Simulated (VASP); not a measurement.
Write the native input for VASP 6.6.1 that does the following.

```yaml
Task: single point
Functional: PBE
Dispersion: D3(BJ)
Potentials_or_basis: VASP PAW PBE potentials, release 64 (Be)
Cutoff: 520 eV
k_mesh: 24 × 24 × 12
Occupations: gaussian, width 0.15 eV
Spin: no spin polarisation
Dipole_correction: no
Further_INCAR_settings: ALGO = Fast; EDIFF = 1e-07; NBANDS = 9
```

The structure of Be lies in POSCAR:

```
Be
1.0
    2.1958187964      0.0000000000      0.0000000000
   -1.0979093982      1.9016348598      0.0000000000
    0.0000000000      0.0000000000      3.4710545157
Be
2
Direct
    0.3333333333      0.6666666667      0.2500000000
    0.6666666667      0.3333333333      0.7500000000
```

These files were run (other wordings do the same):

INCAR

```
PREC = Accurate ; ENCUT = 520
EDIFF = 1E-7 ; ISMEAR = 0
SIGMA = 0.15 ; LREAL = False
LASPH = True ; NELM = 80
ALGO = Fast ; ISIF = 2
LWAVE = False ; LCHARG = False
GGA = PE ; IVDW = 12
NBANDS = 9
```

KPOINTS

```
Automatic mesh
0
Gamma
  24 24 12
```

Potentials or basis: VASP PAW PBE potentials, release 64 (Be).

Launch:

```sh
$ cat potpaw_PBE.64/Be/POTCAR > POTCAR
$ mpirun -np 1 vasp_std > vasp.out
```

It gave:

* Pressure: 3.7 GPa
* Band gap on the k mesh: zero (bands 2 and 3 overlap by 2.17 eV)
* Dispersion energy per atom: -0.389 eV

Caveat: the cell stands under pressure.

It took 21 s on 1 thread of Intel(R) Xeon(R) Platinum 8488C (Sapphire Rapids), with other jobs on the host, peak memory 0.17 GiB.
